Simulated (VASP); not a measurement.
The system is Si3C.

```
Si C
1.0
     2.74344    0.00000    0.00000
     0.00000    3.87980    0.00000
     0.00000    0.00000    5.48687
Si C
3 1
Direct
  0.00000 0.00000 0.75000
  0.50000 0.50000 0.00000
  0.00000 0.00000 0.25000
  0.50000 0.50000 0.50000
```

* Program: VASP 6.6.1
* Task: relaxation of cell and atoms
* Functional: PBE
* Potentials or basis: VASP PAW PBE potentials, release 64 (Si, C)
* Cutoff: 600 eV
* k mesh: 6 × 4 × 4
* Occupations: gaussian, width 0.1 eV
* Spin: no spin polarisation

At the start: pressure -11.7 GPa; volume 14.60 Å³/atom.

Question: How do energy, volume and symmetry change on relaxing?

Answer: Over 26 steps the energy falls by 430.9 meV/atom and the volume is 11.58 Å³/atom (-20.7 %); space group Pmmm (No. 47, to 0.1 Å) before, P4/mmm (No. 123, to 0.1 Å).

The path:
| step | energy change (eV) | largest force (eV/Å) | pressure (GPa) | volume (Å³) |
| --- | --- | --- | --- | --- |
| 1 | 0.0000 | 1.1850 | -11.66 | 58.40 |
| 2 | -0.6083 | 1.3344 | -1.61 | 49.86 |
| 3 | -0.6576 | 0.9708 | 4.94 | 47.05 |
| 4 | -0.7131 | 1.5712 | 9.09 | 45.72 |
| 5 | -0.7672 | 0.4982 | 6.08 | 46.30 |
| 6 | -0.9263 | 0.1849 | -0.51 | 48.68 |
| 7 | -0.9546 | 0.3640 | -2.57 | 49.54 |
| 8 | -0.9955 | 0.9414 | -6.32 | 51.21 |
| 9 | -1.0393 | 1.2353 | -11.42 | 54.36 |
| 10 | -1.0245 | 1.1366 | -8.16 | 52.21 |
| 11 | -1.1407 | 1.2556 | -8.41 | 52.37 |
| 12 | -1.1802 | 0.3207 | -9.24 | 52.50 |
| 13 | -1.2174 | 0.8007 | -9.32 | 52.50 |
| 14 | -1.3243 | 0.4243 | -7.15 | 51.03 |
| 15 | -1.4634 | 0.0858 | -1.40 | 47.96 |
| 16 | -1.1012 | 2.2796 | 19.95 | 42.10 |
| 17 | -1.4756 | 0.2500 | 0.60 | 47.17 |
| 18 | -1.5576 | 0.0804 | 2.21 | 46.36 |
| 19 | -1.5680 | 0.1049 | 3.08 | 46.04 |
| 20 | -1.5990 | 0.2885 | 3.97 | 45.40 |
| 21 | -1.6618 | 0.6512 | 6.93 | 44.08 |
| 22 | -1.7073 | 0.4743 | 1.10 | 45.62 |
| 23 | -1.7125 | 0.2034 | 2.49 | 45.23 |
| 24 | -1.7228 | 0.0327 | 0.74 | 45.97 |
| 25 | -1.7233 | 0.0122 | 0.28 | 46.18 |
| 26 | -1.7237 | 0.0098 | -0.06 | 46.32 |

Final structure:
```
Si C
1.0
     2.81364    0.00000    0.00000
     0.00000    2.72637    0.00000
     0.00000    0.00000    6.03792
Si C
3 1
Direct
  0.00000 0.00000 0.70459
  0.50000 0.50000 0.00000
  0.00000 0.00000 0.29541
  0.50000 0.50000 0.50000
```

Caveat: the k points lie up to 0.58 Å⁻¹ apart in the final cell; the volume moved by over 15 % at a fixed basis, so the end points are rough; the highest band is partly filled, so the run has too few bands.
